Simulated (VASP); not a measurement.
# Sr2AgMoO6 (I4/m) in VASP: single point with PBE

Aim: the single point of Sr2AgMoO6 with PBE.

Everything below comes from runs of VASP 6.6.1. Logs are shortened: lines on timing, memory, paths and dates and some standing lists are left out, and cuts for length are marked.

### Step 1. The cell of the first run

The structure is tetragonal, space group I4/m (No. 87). Conventional cell: a = 5.716 Å, b = 5.716 Å, c = 8.171 Å, α = 90.00°, β = 90.00°, γ = 90.00°. Sr (site symmetry -4) has 12 O at 2.69 to 3.07 Å and 4 Ag at 3.51 Å and 4 Mo at 3.51 Å within 3.6 Å. Within 2.8 Å of Ag (site symmetry 4/m) lie 6 O at 2.12 to 2.13 Å. Mo (site symmetry 4/m) has 6 O at 1.95 to 1.96 Å within 2.6 Å. O (site symmetry 4) has 1 Mo at 1.95 Å and 1 Ag at 2.13 Å within 2.6 Å. Within 2.8 Å of O (site symmetry m) lie 1 Mo at 1.96 Å and 1 Ag at 2.12 Å and 2 Sr at 2.69 Å and 4 O at 2.77 to 2.78 Å.

### Step 2. Single point, PBE

The input, INCAR:

```
SYSTEM = Sr2AgMoO6
ALGO = Normal
EDIFF = 1E-7
ENCUT = 520
GGA = PE
ISIF = 2
ISMEAR = 1
LASPH = .True.
LCHARG = .True.
LELF = .True.
LREAL = .False.
LVHAR = .True.
LWAVE = .False.
NBANDS = 52
NELM = 60
PREC = Accurate
SIGMA = 0.0674
```

The input, KPOINTS:

```
k-points
0
Gamma
  8 8 8
  0 0 0
```

The input, POSCAR:

```
Sr2AgMoO6
1.0
    0.0000000000      5.7161340000      0.0000000000
    5.7161340000      0.0000000000      0.0000000000
    2.8580670000      2.8580670000     -4.0856280000
Sr Ag Mo O
2 1 1 6
Direct
    0.7500000000      0.2500000000      0.5000000000
    0.2500000000      0.7500000000      0.5000000000
    0.0000000000      0.0000000000      0.0000000000
    0.5000000000      0.5000000000      0.0000000000
    0.2611400000      0.2611400000      0.4777200000
    0.7388600000      0.7388600000      0.5222800000
    0.2933300000      0.2255800000      0.0000000000
    0.2255800000      0.7066700000      0.0000000000
    0.7066700000      0.7744200000      0.0000000000
    0.7744200000      0.2933300000      0.0000000000
```

Potentials or basis: VASP PAW PBE potentials, release 64 (Sr_sv, Ag, Mo_sv, O).

On the command line:

```bash
$ cat potpaw_PBE.64/Sr_sv/POTCAR potpaw_PBE.64/Ag/POTCAR potpaw_PBE.64/Mo_sv/POTCAR potpaw_PBE.64/O/POTCAR > POTCAR
$ mpirun -np 1 vasp_std > vasp.out
```

OUTCAR:

```text
SYSTEM = Sr2AgMoO6
   EDIFF = 1E-7
   ENCUT = 520
   GGA = PE
   ISIF = 2
   ISMEAR = 1
   LASPH = .True.
   LREAL = .False.
   NELM = 60
   PREC = Accurate

 ion  position               nearest neighbor table
   1  0.750  0.250  0.500-   7 2.69   9 2.69   8 2.69  10 2.69   5 2.86   6 2.86   6 2.86   5 2.86
                             7 3.07   9 3.07  10 3.07   8 3.07   3 3.51   4 3.51   4 3.51   3 3.51
   2  0.250  0.750  0.500-   8 2.69  10 2.69   7 2.69   9 2.69   5 2.86   6 2.86   6 2.86   5 2.86
                            10 3.07   7 3.07   8 3.07   9 3.07   3 3.51   4 3.51   3 3.51   3 3.51
   3  0.000  0.000  0.000-   7 2.12   8 2.12   9 2.12  10 2.12   6 2.13   5 2.13   1 3.51   1 3.51
                             2 3.51   1 3.51   2 3.51   2 3.51   1 3.51   2 3.51
   4  0.500  0.500  0.000-   5 1.95   6 1.95   7 1.96   8 1.96   9 1.96  10 1.96   1 3.51   2 3.51
                             2 3.51   1 3.51   1 3.51   2 3.51   2 3.51   1 3.51
   5  0.261  0.261  0.478-   4 1.95   3 2.13   2 2.86   1 2.86   2 2.86   1 2.86
   6  0.739  0.739  0.522-   4 1.95   3 2.13   2 2.86   1 2.86   1 2.86   2 2.86
   7  0.293  0.226  0.000-   4 1.96   3 2.12   2 2.69   1 2.69   2 3.07   1 3.07
   8  0.226  0.707  0.000-   4 1.96   3 2.12   1 2.69   2 2.69   2 3.07   1 3.07
   9  0.707  0.774  0.000-   4 1.96   3 2.12   2 2.69   1 2.69   2 3.07   1 3.07
  10  0.774  0.293  0.000-   4 1.96   3 2.12   1 2.69   2 2.69   1 3.07   2 3.07

  LATTYP: Found a body centered tetragonal cell.
 ALAT       =     5.7161340000
 C/A-ratio  =     1.4295074258

  Lattice vectors:

 A1 = (  -2.8580670000,   2.8580670000,   4.0856280000)
 A2 = (   2.8580670000,  -2.8580670000,   4.0856280000)
 A3 = (   2.8580670000,   2.8580670000,  -4.0856280000)

Analysis of symmetry for initial positions (statically):
=====================================================================
 Subroutine PRICEL returns:
 Original cell was already a primitive cell.

 Routine SETGRP: Setting up the symmetry group for a
 body centered tetragonal supercell.

 Subroutine GETGRP returns: Found  8 space group operations
 (whereof  8 operations were pure point group operations)
 out of a pool of 16 trial point group operations.

The static configuration has the point symmetry C_4h.

Analysis of symmetry for dynamics (positions and initial velocities):
=====================================================================
 Subroutine PRICEL returns:
 Original cell was already a primitive cell.

 Routine SETGRP: Setting up the symmetry group for a
 body centered tetragonal supercell.

[... 132 lines left out ...]
   NUPDOWN=      -1.0000    fix difference up-down
   EMIN   =  10.00;   EMAX   =-10.00  energy-range for DOS
   EFERMI =   0.00;   METHOD = LEGACY
   ISMEAR =     1;   SIGMA  =   0.07  broadening in eV -4-tet -1-fermi 0-gaus
   EFERMI_NEDOS =   21; number of points for ismear=-14 and -15
   IALGO  =     38    algorithm
   IMIX   =      4    mixing-type and parameters
     AMIX     =   0.40;   BMIX     =  1.00
     AMIX_MAG =   1.60;   BMIX_MAG =  1.00
  volume/ion in A,a.u.               =      13.35        90.09
  Fermi-wavevector in a.u.,A,eV,Ry     =   1.385953  2.619072 26.134980  1.920867
  Thomas-Fermi vector in A             =   2.510315
   LORBIT       =      0    0 simple, 1 ext, 2 COOP (PROOUT), +10 PAW based schemes
   GGA     = PE    functional components
   LHFCALC =     F    Hartree Fock is set to
   AEXX    =    0.0000 exact exchange contribution
   IVDW    =     0    specifies the selected vdW correction
   LEPSILON=     F    determine dielectric tensor
   LRPA    =     F    only Hartree local field effects (RPA)
 non-spin polarized calculation
 Methfessel and Paxton  Order N= 1 SIGMA  =   0.07
  energy-cutoff  :      520.00
  volume of cell :      133.49
 maximum number of plane-waves:      3613
 NGX is ok and might be reduce to    48
   NGX = 21   NGY = 21   NGZ = 21

 number of electron      80.9999998 magnetization

 Free energy of the ion-electron system (eV)
  ---------------------------------------------------
  ext. energy  EPLUGINS =         0.00000000
  ---------------------------------------------------
  free energy    TOTEN  =       -66.23456739 eV

  energy without entropy =      -66.23549659  energy(sigma->0) =      -66.23487713

 E-fermi :   5.1285     XC(G=0): -10.9120

 val. band max:        5.1053057515   @ k =  -0.1250  -0.3750   0.2500
 cond. band min:       5.1477012911   @ k =   0.2500   0.2500   0.1250
 fundamental gap:      0.0423955396
 Fermi energy:         5.1285350789

 k-point     1 :       0.0000    0.0000    0.0000
  band No.  band energies     occupation
      1     -58.0310      2.00000
      2     -32.1497      2.00000
      3     -32.1027      2.00000
      4     -32.1027      2.00000
      5     -29.4527      2.00000
      6     -29.4172      2.00000
[... 1309 lines left out ...]
     51      11.3539      0.00000
     52      11.4470      0.00000

 [... further k-points ...]

------------------------ aborting loop because EDIFF is reached ----------------------------------------

  FORCE on cell =-STRESS in cart. coord.  units (eV):
  Direction    XX          YY          ZZ          XY          YZ          ZX
  --------------------------------------------------------------------------------------
  -------------------------------------------------------------------------------------
  Total        1.8699999      1.8699999      2.0383061     -0.0000002      0.0000000      0.0000000
  in kB       22.4433946     22.4433946     24.4633739     -0.0000018      0.0000000      0.0000000
  external PRESSURE =      23.1167211 kB  Pullay stress =       0.0000000 kB

 VOLUME and BASIS-vectors are now :
 -----------------------------------------------------------------------------
  energy-cutoff  :      520.00
  volume of cell :      133.49
      direct lattice vectors                 reciprocal lattice vectors
     0.000000000  5.716134000  0.000000000     0.000000000  0.174943415  0.122380207
     5.716134000  0.000000000  0.000000000     0.174943415  0.000000000  0.122380207
     2.858067000  2.858067000 -4.085628000     0.000000000  0.000000000 -0.244760414

 POSITION                                       TOTAL-FORCE (eV/Angst)
 -----------------------------------------------------------------------------------
      2.85807      5.71613     -2.04281         0.000000     -0.000000      0.000000
      5.71613      2.85807     -2.04281        -0.000000     -0.000000      0.000000
      0.00000      0.00000      0.00000         0.000000     -0.000000      0.000000
      2.85807      2.85807      0.00000         0.000000     -0.000000      0.000000
      2.85807      2.85807     -1.95179         0.000000     -0.000000      1.803272
      5.71613      5.71613     -2.13384         0.000000     -0.000000     -1.803272
      1.28945      1.67671      0.00000         1.126104      1.555317      0.000000
      4.03942      1.28945      0.00000        -1.555317      1.126104      0.000000
      4.42669      4.03942      0.00000        -1.126104     -1.555317      0.000000
      1.67671      4.42669      0.00000         1.555317     -1.126104      0.000000
 -----------------------------------------------------------------------------------
    total drift:                               -0.000000     -0.000000     -0.000000

  FREE ENERGIE OF THE ION-ELECTRON SYSTEM (eV)
  ---------------------------------------------------
  free  energy   TOTEN  =       -66.2345673946 eV

  energy  without entropy=      -66.2354965883  energy(sigma->0) =      -66.23487713
```

OSZICAR:

```text
N       E                     dE             d eps       ncg     rms          rms(c)
DAV:   1     0.650036940872E+03    0.65004E+03   -0.44708E+04  8296   0.153E+03
DAV:   2    -0.339477862147E+02   -0.68398E+03   -0.65172E+03  9152   0.394E+02
DAV:   3    -0.810176664138E+02   -0.47070E+02   -0.46578E+02 10716   0.101E+02
DAV:   4    -0.821919370252E+02   -0.11743E+01   -0.11704E+01 11728   0.135E+01
DAV:   5    -0.822168128952E+02   -0.24876E-01   -0.24862E-01 10864   0.169E+00    0.532E+01
DAV:   6    -0.680882275211E+02    0.14129E+02   -0.99070E+01 10028   0.485E+01    0.225E+01
DAV:   7    -0.670007810981E+02    0.10874E+01   -0.20047E+01  9708   0.241E+01    0.202E+01
DAV:   8    -0.662912609572E+02    0.70952E+00   -0.23211E+00 10012   0.109E+01    0.883E+00
DAV:   9    -0.662574042471E+02    0.33857E-01   -0.45021E-01  9888   0.515E+00    0.273E+00
DAV:  10    -0.662335744890E+02    0.23830E-01   -0.74099E-02 10592   0.154E+00    0.131E+00
DAV:  11    -0.662345433975E+02   -0.96891E-03   -0.14153E-02 11008   0.728E-01    0.199E-01
DAV:  12    -0.662344754972E+02    0.67900E-04   -0.13114E-03 10028   0.223E-01    0.698E-02
DAV:  13    -0.662345309369E+02   -0.55440E-04   -0.15972E-04 10396   0.766E-02    0.350E-02
DAV:  14    -0.662345670980E+02   -0.36161E-04   -0.81705E-05  9188   0.480E-02    0.203E-02
DAV:  15    -0.662345667270E+02    0.37100E-06   -0.76174E-06 11268   0.178E-02    0.868E-03
DAV:  16    -0.662345673409E+02   -0.61396E-06   -0.36648E-06  9480   0.876E-03    0.499E-03
DAV:  17    -0.662345673946E+02   -0.53637E-07   -0.85072E-07  9340   0.562E-03
   1 F= -.66234567E+02 E0= -.66234877E+02  d E =0.929194E-03
```

stdout:

```text
POSCAR found type information on POSCAR SrAgMoO
 POSCAR found :  4 types and      10 ions
 scaLAPACK will be used
 LDA part: xc-table for (Slater+PW92), standard interpolation
 POSCAR, INCAR and KPOINTS ok, starting setup
 FFT: planning ... GRIDC
 FFT: planning ... GRID_SOFT
 FFT: planning ... GRID
 WAVECAR not read
 entering main loop
```

It took 23 min on 1 thread of Intel Xeon Platinum 8259CL at 2.50GHz (Skylake/Cascade Lake), shared host; peak memory 0.66 GiB.

What came out:

* Free energy: -66.2346 eV
* Pressure: 2.3 GPa
* Largest force: 1.920 eV/Å
* Band gap on the k mesh: zero (an odd number of electrons rules out a gap without spin polarisation)

Forces on the atoms (eV/Å):
```
Sr   0.000  0.000  0.000
Sr   0.000  0.000  0.000
Ag   0.000  0.000  0.000
Mo   0.000  0.000  0.000
O    0.000  0.000  1.803
O    0.000  0.000 -1.803
O    1.126  1.555  0.000
O   -1.555  1.126  0.000
O   -1.126 -1.555  0.000
O    1.555 -1.126  0.000
```

Caveat: an odd number of electrons without spin polarisation forces a metal; a magnetic or distorted state may lie lower.

The gap in the log of VASP goes by the Fermi energy; the results here count the filled bands.